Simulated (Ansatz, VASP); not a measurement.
# BAs in VASP and in Ansatz

File INCAR:

```
PREC     = Accurate       # precision mode
ENCUT    = 520            # plane-wave cutoff, eV
EDIFF    = 1E-6           # SCF threshold, eV
ISMEAR   = -1             # smearing method
SIGMA    = 0.05           # smearing width, eV
LREAL    = F              # projectors in reciprocal space
LASPH    = T              # aspherical terms in the spheres
NELM     = 80             # most SCF steps
ALGO     = Normal         # electronic algorithm
ISIF     = 2              # what is computed and relaxed
LWAVE    = F              # write WAVECAR
LCHARG   = F              # write CHGCAR
GGA      = PE             # functional
NBANDS   = 11             # bands
```

File KPOINTS:

```
regular mesh
0
Gamma
  15 15 15
```

File POSCAR:

```
BAs
1.0
    2.4073191794      0.0000000000      0.0000000000
    0.0000000000      2.4073191794      0.0000000000
    0.0000000000      0.0000000000      2.4073191794
B As
1 1
Direct
    0.0000000000      0.0000000000      0.0000000000
    0.5000000000      0.5000000000      0.5000000000
```

Input for Ansatz:

```yaml
crystal:
  lattice:
    - [2.4073191794, 0.0, 0.0]
    - [0.0, 2.4073191794, 0.0]
    - [0.0, 0.0, 2.4073191794]
  atoms:
    - { symbol: B, position: [0.0, 0.0, 0.0] }
    - { symbol: As, position: [0.5, 0.5, 0.5] }
kpoints:
  mp_grid: { grid: [15, 15, 15] }
  band_path:
    path:
      - [0.0, 0.0, 0.0]
      - [0.0, 0.5, 0.0]
      - [0.5, 0.5, 0.0]
      - [0.0, 0.0, 0.0]
      - [0.5, 0.5, 0.5]
      - [0.0, 0.5, 0.0]
      - [0.5, 0.5, 0.5]
      - [0.5, 0.5, 0.0]
    npoints: 8
scf:
  occupations: { method: fermi_dirac, width: 0.05 }
hamiltonian:
  xc: pbe
  pseudopotentials: { kind: paw }
output:
  forces: true
  stress: true
  eigenvalues: true
  populations: true
  dos: { projected: true, de: 0.2, e_range: [-14, 8] }
```

Change from the starting cell: volume scaled by 0.55, PAW files.

Alike in both runs: task single point; functional PBE; k mesh 15 × 15 × 15; occupations fermi-dirac, width 0.05 eV; no spin polarisation.

|  | VASP | Ansatz |
| --- | --- | --- |
| version | VASP 6.6.1 | Ansatz 0.2.0 |
| potentials or method | VASP PAW PBE potentials, release 64 (B, As) | PAW with Ansatz's default frozen-core files, scalar-relativistic |
| plane-wave cutoff (eV) | 520 | 420 |
| valence electrons in the cell | 8 | 18 |

```csv
,VASP,Ansatz,Ansatz less VASP
pressure (GPa),232.9,225.6,-7.38
```

Both programs put the cell under a high pressure, so it lies far from rest at this level. The functional is the same, so the differences come from potentials, cutoffs and numerics. VASP's potentials hold 8 valence electrons a cell and Ansatz's 18, so a difference there can come from the potentials and not from the codes.

Noted on VASP's run: the cell as given lies far from equilibrium.
